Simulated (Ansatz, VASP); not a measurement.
# Two plane-wave programs on V

```
V
1.0
    -1.50685    1.50685    1.50685
     1.50685   -1.50685    1.50685
     1.50685    1.50685   -1.50685
V
1
Cartesian
  0.0000 0.0000 0.0000
```

Alike in both runs: task single point; functional r2SCAN; k mesh 8 × 8 × 8; no spin polarisation; Hubbard terms V d U = 4.07 eV.

```csv
,VASP,Ansatz
version,VASP 6.6.1,Ansatz 0.2.0
potentials or method,"VASP PAW PBE potentials, release 64 (V_sv), cutoff 520 eV",PAW plane waves
occupations,tetrahedron,tetrahedron-uncorrected
valence electrons in the cell,13,13
```

Ansatz gave:

| Property | Result |
| --- | --- |
| gap on the k mesh at the Fermi level (eV) | none |
| pressure (GPa) | 1.0 |

Question: Estimate VASP's values.

Answer: gap on the k mesh at the Fermi level (eV): none; pressure (GPa): 8.7.

VASP's potentials were made for PBE, not for r2SCAN. The programs project onto different local orbitals, so the same U acts differently, and such runs can settle in different states. A gap of «none» marks a metal or a gap that the smearing closes. Ansatz's warnings: band table not solved further, filled band counts differ across k points.

The k mesh is coarse, so the values compare programs but aren't converged.
